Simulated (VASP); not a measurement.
# Cu in VASP: single point with PBE

Aim: the single point of Cu with PBE.

All numbers are computed with VASP 6.6.1; they aren't measurements. Logs are shortened: lines on timing, memory, paths and dates and some standing lists are left out, and cuts for length are marked.

## Step 1: The cell of the first run

The cell holds a sublattice, 1 atom: a = 4.046 Å, b = 4.046 Å, c = 4.046 Å, α = 119.77°, β = 119.77°, γ = 90.41°.

## Step 2: Single point, PBE, collinear spin, ferromagnetic start

Input file INCAR:

```
SYSTEM = Cu
ALGO = Normal
EDIFF = 1E-7
ENCUT = 520
GGA = PE
ISIF = 2
ISMEAR = 0
ISPIN = 2
LASPH = .TRUE.
LCHARG = .TRUE.
LELF = .TRUE.
LMAXMIX = 4
LORBIT = 11
LREAL = .FALSE.
LVHAR = .TRUE.
LWAVE = .FALSE.
MAGMOM = 1
NBANDS = 16
NELM = 150
PREC = Accurate
SIGMA = 0.1
```

Input file KPOINTS:

```
k-points
0
G
  12 12 12
  0 0 0
```

Input file POSCAR:

```
Cu
1.0
   -2.0303375000      2.0303375000      2.8510940000
    2.0303375000     -2.0303375000      2.8510940000
    2.0303375000      2.0303375000     -2.8510940000
Cu
1
Direct
    0.5000000000      0.5000000000      0.0000000000
```

Potentials or basis: VASP PAW PBE potentials, release 64 (Cu).

Started as:

```console
cat potpaw_PBE.64/Cu/POTCAR > POTCAR
mpirun -np 1 vasp_std > vasp.out
```

OUTCAR:

```text
SYSTEM = Cu
   EDIFF = 1E-7
   ENCUT = 520
   GGA = PE
   ISIF = 2
   ISMEAR = 0
   ISPIN = 2
   LASPH = .TRUE.
   LORBIT = 11
   LREAL = .FALSE.
   NELM = 150
   PREC = Accurate

 ion  position               nearest neighbor table
   1  0.500  0.500  0.000-

  LATTYP: Found a body centered tetragonal cell.
 ALAT       =     4.0606750000
 C/A-ratio  =     1.4042463384

  Lattice vectors:

 A1 = (  -2.0303375000,   2.0303375000,   2.8510940000)
 A2 = (   2.0303375000,  -2.0303375000,   2.8510940000)
 A3 = (   2.0303375000,   2.0303375000,  -2.8510940000)

Analysis of symmetry for initial positions (statically):
=====================================================================
 Subroutine PRICEL returns:
 Original cell was already a primitive cell.

 Routine SETGRP: Setting up the symmetry group for a
 body centered tetragonal supercell.

 Subroutine GETGRP returns: Found 16 space group operations
 (whereof 16 operations were pure point group operations)
 out of a pool of 16 trial point group operations.

The static configuration has the point symmetry D_4h.

Analysis of symmetry for dynamics (positions and initial velocities):
=====================================================================
 Subroutine PRICEL returns:
 Original cell was already a primitive cell.

 Routine SETGRP: Setting up the symmetry group for a
 body centered tetragonal supercell.

 Subroutine GETGRP returns: Found 16 space group operations
 (whereof 16 operations were pure point group operations)
 out of a pool of 16 trial point group operations.

The dynamic configuration has the point symmetry D_4h.

Analysis of structural, dynamic, and magnetic symmetry:
=====================================================================
 Subroutine PRICEL returns:
 Original cell was already a primitive cell.

 Routine SETGRP: Setting up the symmetry group for a
 body centered tetragonal supercell.

 Subroutine GETGRP returns: Found 16 space group operations
 (whereof 16 operations were pure point group operations)
 out of a pool of 16 trial point group operations.

The overall configuration has the point symmetry D_4h.

 Subroutine INISYM returns: Found 16 space group operations
 (whereof 16 operations are pure point group operations),
 and found     1 'primitive' translations

----------------------------------------------------------------------------------------

                                     Primitive cell

  volume of cell :      47.0119

  direct lattice vectors                    reciprocal lattice vectors
    -2.030337500  2.030337500  2.851094000     0.000000000  0.246264476  0.175371279
     2.030337500 -2.030337500  2.851094000     0.246264476  0.000000000  0.175371279
     2.030337500  2.030337500 -2.851094000     0.246264476  0.246264476  0.000000000

  length of vectors
     4.046390703  4.046390703  4.046390703     0.302326442  0.302326442  0.348270562

  position of ions in fractional coordinates (direct lattice)
     0.500000000  0.500000000  0.000000000

  ion indices of the primitive-cell ions
   primitive index   ion index
                 1           1

----------------------------------------------------------------------------------------

 KPOINTS: k-points

Automatic generation of k-mesh.
 Grid dimensions read from file:
 generate k-points for:   12   12   12

 Generating k-lattice:

  Cartesian coordinates                     Fractional coordinates (reciprocal lattice)
     0.000000000  0.020522040  0.014614273     0.083333333  0.000000000 -0.000000000
     0.020522040  0.000000000  0.014614273     0.000000000  0.083333333 -0.000000000
     0.020522040  0.020522040  0.000000000     0.000000000  0.000000000  0.083333333

  Length of vectors
     0.025193870  0.025193870  0.029022547

  Shift w.r.t. Gamma in fractional coordinates (k-lattice)
     0.000000000  0.000000000  0.000000000

 Subroutine IBZKPT returns following result:
 ===========================================

 Found    163 irreducible k-points:

 Following reciprocal coordinates:
            Coordinates               Weight
  0.000000  0.000000  0.000000      1.000000
  0.083333  0.000000  0.000000      8.000000
  0.166667  0.000000 -0.000000      8.000000
  0.250000  0.000000 -0.000000      8.000000
  0.333333  0.000000 -0.000000      8.000000
  0.416667  0.000000 -0.000000      8.000000
[... 16 lines left out ...]
  0.500000  0.166667  0.000000     16.000000
 -0.416667  0.166667  0.000000     16.000000
 [... further k-points ...]
   k-points           NKPTS =    163   k-points in BZ     NKDIM =    163   number of bands    NBANDS=     16
   number of dos      NEDOS =    301   number of ions     NIONS =      1
   total plane-waves  NPLWV =  27000
   dimension x,y,z NGX =    30 NGY =   30 NGZ =   30
   dimension x,y,z NGXF=    60 NGYF=   60 NGZF=   60
   ions per type =               1
   NGX,Y,Z   is equivalent  to a cutoff of  12.33, 12.33, 12.33 a.u.
   NGXF,Y,Z  is equivalent  to a cutoff of  24.65, 24.65, 24.65 a.u.
 SYSTEM =  Cu
   PREC   = accura    normal or accurate (medium, high low for compatibility)
   ISTART =      0    job   : 0-new  1-cont  2-samecut
   ICHARG =      2    charge: 1-file 2-atom 10-const
   ISPIN  =      2    spin polarized calculation?
   LNONCOLLINEAR =      F non collinear calculations
   LSORBIT =      F    spin-orbit coupling
   LASPH  =      T    aspherical Exc in radial PAW
   ENCUT  =  520.0 eV  38.22 Ry    6.18 a.u.   7.52  7.52  7.52*2*pi/ulx,y,z
   NELM   =    150;   NELMIN=  2; NELMDL= -5     # of ELM steps
   EDIFF  = 0.1E-06   stopping-criterion for ELM
   LREAL  =      F    real-space projection
   EDIFFG = 0.1E-05   stopping-criterion for IOM
   NSW    =      0    number of steps for IOM
   IBRION =     -1    ionic relax: 0-MD 1-quasi-New 2-CG
   NFREE  =      0    steps in history (QN), initial steepest desc. (CG)
   ISIF   =      2    stress and relaxation
   ISYM   =      2    0-nonsym 1-usesym 2-fastsym
   POTIM  = 0.5000    time-step for ionic-motion
   TEBEG  =    0.0;   TEEND  =   0.0 temperature during run
   PSTRESS=    0.0 pullay stress
   NELECT =      11.0000    total number of electrons
   NUPDOWN=      -1.0000    fix difference up-down
   EMIN   =  10.00;   EMAX   =-10.00  energy-range for DOS
   EFERMI =   0.00;   METHOD = LEGACY
   ISMEAR =     0;   SIGMA  =   0.10  broadening in eV -4-tet -1-fermi 0-gaus
   EFERMI_NEDOS =   21; number of points for ismear=-14 and -15
   IALGO  =     38    algorithm
   IMIX   =      4    mixing-type and parameters
     AMIX     =   0.40;   BMIX     =  1.00
     AMIX_MAG =   1.60;   BMIX_MAG =  1.00
  volume/ion in A,a.u.               =      47.01       317.25
  Fermi-wavevector in a.u.,A,eV,Ry     =   1.008795  1.906347 13.846214  1.017668
  Thomas-Fermi vector in A             =   2.141684
   LORBIT       =     11    0 simple, 1 ext, 2 COOP (PROOUT), +10 PAW based schemes
   GGA     = PE    functional components
   LHFCALC =     F    Hartree Fock is set to
   AEXX    =    0.0000 exact exchange contribution
   IVDW    =     0    specifies the selected vdW correction
   LEPSILON=     F    determine dielectric tensor
   LRPA    =     F    only Hartree local field effects (RPA)
 spin polarized calculation
 Gauss-broadening in eV      SIGMA  =   0.10
  energy-cutoff  :      520.00
  volume of cell :       47.01
 maximum number of plane-waves:      1293
   NGX = 15   NGY = 15   NGZ = 15

 number of electron      11.0000004 magnetization       0.0000830

 number of electron      11.0000004 magnetization      -0.0000537

 Free energy of the ion-electron system (eV)
  ---------------------------------------------------
  ext. energy  EPLUGINS =         0.00000000
  ---------------------------------------------------
  free energy    TOTEN  =        -1.09209941 eV

  energy without entropy =       -1.08885794  energy(sigma->0) =       -1.09047868

 E-fermi :  -1.4177     XC(G=0):  -6.5055

 val. band max:       -1.4723716763   @ k =  -0.2500  -0.4167   0.1667
 cond. band min:      -1.3927912746   @ k =  -0.0833   0.4167   0.0833
 fundamental gap:      0.0795804017
 Fermi energy:        -1.4176676573

 spin component 1

 k-point     1 :       0.0000    0.0000    0.0000
  band No.  band energies     occupation
      1      -4.1743      1.00000
      2      -2.4545      1.00000
      3      -2.4545      1.00000
      4      -2.4504      1.00000
      5      -2.3735      1.00000
      6      -2.3700      1.00000
[... 8 lines left out ...]
     15      14.9119      0.00000
     16      14.9119      0.00000

 k-point     2 :       0.0833    0.0000    0.0000
  band No.  band energies     occupation
      1      -4.0814      1.00000
      2      -2.4564      1.00000
      3      -2.4494      1.00000
      4      -2.4464      1.00000
      5      -2.3746      1.00000
      6      -2.3713      1.00000
[... 8 lines left out ...]
     15      13.9591      0.00000
     16      14.0638      0.00000

 k-point     3 :       0.1667    0.0000   -0.0000
  band No.  band energies     occupation
      1      -3.8070      1.00000
      2      -2.4599      1.00000
      3      -2.4394      1.00000
      4      -2.4364      1.00000
      5      -2.3733      1.00000
      6      -2.3709      1.00000
[... 8 lines left out ...]
     15      13.3094      0.00000
     16      13.3896      0.00000

 k-point     4 :       0.2500    0.0000   -0.0000
  band No.  band energies     occupation
      1      -3.3743      1.00000
      2      -2.4402      1.00000
      3      -2.4370      1.00000
      4      -2.4336      1.00000
      5      -2.3598      1.00000
      6      -2.3590      1.00000
[... 8 lines left out ...]
     15      13.9313      0.00000
     16      13.9397      0.00000
[... 324 lines left out ...]
 k-point    22 :       0.4167    0.1667    0.0000
  band No.  band energies     occupation
      1      -2.6104      1.00000
      2      -2.4675      1.00000
      3      -2.4206      1.00000
      4      -2.3657      1.00000
      5      -2.3197      1.00000
      6      -1.0296      0.00000
[... 8 lines left out ...]
     15      16.1548      0.00000
     16      16.4392      0.00000

 k-point    23 :       0.5000    0.1667    0.0000
  band No.  band energies     occupation
      1      -2.6163      1.00000
      2      -2.4664      1.00000
      3      -2.4171      1.00000
      4      -2.3828      1.00000
      5      -2.3086      1.00000
      6      -1.2158      0.00215
[... 8 lines left out ...]
     15      17.6609      0.00000
     16      17.9240      0.00000

 k-point    24 :      -0.4167    0.1667    0.0000
  band No.  band energies     occupation
      1      -2.6601      1.00000
      2      -2.4577      1.00000
      3      -2.4313      1.00000
      4      -2.4099      1.00000
      5      -2.3127      1.00000
      6      -1.8981      1.00000
[... 8 lines left out ...]
     15      17.6186      0.00000
     16      17.7634      0.00000

 [... further k-points ...]

 spin component 2

 k-point     1 :       0.0000    0.0000    0.0000
  band No.  band energies     occupation
      1      -4.1743      1.00000
      2      -2.4545      1.00000
      3      -2.4545      1.00000
      4      -2.4504      1.00000
      5      -2.3736      1.00000
      6      -2.3701      1.00000
[... 8 lines left out ...]
     15      14.9121      0.00000
     16      14.9121      0.00000

 k-point     2 :       0.0833    0.0000    0.0000
  band No.  band energies     occupation
      1      -4.0814      1.00000
      2      -2.4564      1.00000
      3      -2.4494      1.00000
      4      -2.4464      1.00000
      5      -2.3746      1.00000
      6      -2.3714      1.00000
[... 8 lines left out ...]
     15      13.9592      0.00000
     16      14.0639      0.00000

 k-point     3 :       0.1667    0.0000   -0.0000
  band No.  band energies     occupation
      1      -3.8071      1.00000
      2      -2.4599      1.00000
      3      -2.4394      1.00000
      4      -2.4364      1.00000
      5      -2.3734      1.00000
      6      -2.3710      1.00000
[... 8 lines left out ...]
     15      13.3095      0.00000
     16      13.3897      0.00000

 k-point     4 :       0.2500    0.0000   -0.0000
  band No.  band energies     occupation
      1      -3.3743      1.00000
      2      -2.4402      1.00000
      3      -2.4370      1.00000
      4      -2.4336      1.00000
      5      -2.3599      1.00000
      6      -2.3590      1.00000
[... 8 lines left out ...]
     15      13.9314      0.00000
     16      13.9398      0.00000
[... 324 lines left out ...]
 k-point    22 :       0.4167    0.1667    0.0000
  band No.  band energies     occupation
      1      -2.6104      1.00000
      2      -2.4676      1.00000
      3      -2.4206      1.00000
      4      -2.3657      1.00000
      5      -2.3198      1.00000
      6      -1.0297      0.00000
[... 8 lines left out ...]
     15      16.1548      0.00000
     16      16.4394      0.00000

 k-point    23 :       0.5000    0.1667    0.0000
  band No.  band energies     occupation
      1      -2.6162      1.00000
      2      -2.4665      1.00000
      3      -2.4171      1.00000
      4      -2.3828      1.00000
      5      -2.3086      1.00000
      6      -1.2158      0.00216
[... 8 lines left out ...]
     15      17.6610      0.00000
     16      17.9241      0.00000

 k-point    24 :      -0.4167    0.1667    0.0000
  band No.  band energies     occupation
      1      -2.6601      1.00000
      2      -2.4578      1.00000
      3      -2.4313      1.00000
      4      -2.4099      1.00000
      5      -2.3128      1.00000
      6      -1.8982      1.00000
[... 8 lines left out ...]
     15      17.6186      0.00000
     16      17.7634      0.00000

 [... further k-points ...]
[... 5 lines left out ...]
  --------------------------------------------------------------------------------------
  -------------------------------------------------------------------------------------
  Total       -1.5970321     -1.5970321     -1.5979326      0.0000000      0.0000000     -0.0000000
  in kB      -54.4272293    -54.4272293    -54.4579180      0.0000000      0.0000000     -0.0000000
  external PRESSURE =     -54.4374589 kB  Pullay stress =       0.0000000 kB

 VOLUME and BASIS-vectors are now :
 -----------------------------------------------------------------------------
  energy-cutoff  :      520.00
  volume of cell :       47.01
      direct lattice vectors                 reciprocal lattice vectors
    -2.030337500  2.030337500  2.851094000     0.000000000  0.246264476  0.175371279
     2.030337500 -2.030337500  2.851094000     0.246264476  0.000000000  0.175371279
     2.030337500  2.030337500 -2.851094000     0.246264476  0.246264476  0.000000000

 POSITION                                       TOTAL-FORCE (eV/Angst)
 -----------------------------------------------------------------------------------
      0.00000      0.00000      2.85109         0.000000     -0.000000      0.000000
 -----------------------------------------------------------------------------------
    total drift:                                0.000000     -0.000000      0.000000

  FREE ENERGIE OF THE ION-ELECTRON SYSTEM (eV)
  ---------------------------------------------------
  free  energy   TOTEN  =        -1.0920994135 eV

  energy  without entropy=       -1.0888579412  energy(sigma->0) =       -1.09047868

 total charge

# of ion       s       p       d       tot
------------------------------------------
    1        0.291   0.020   9.370   9.681

 magnetization (x)

# of ion       s       p       d       tot
------------------------------------------
    1       -0.000  -0.000   0.000  -0.000
```

It took 97 s on 1 thread of Intel Xeon 6975P-C (Granite Rapids), shared host; peak memory 0.3 GiB.

What came out:

```yaml
Free_energy: -1.0921 eV
Pressure: -5.4 GPa
Net_moment: 0.00 μB per cell
Valence_electrons_inside_the_program's_atomic_spheres: Cu 9.68
```
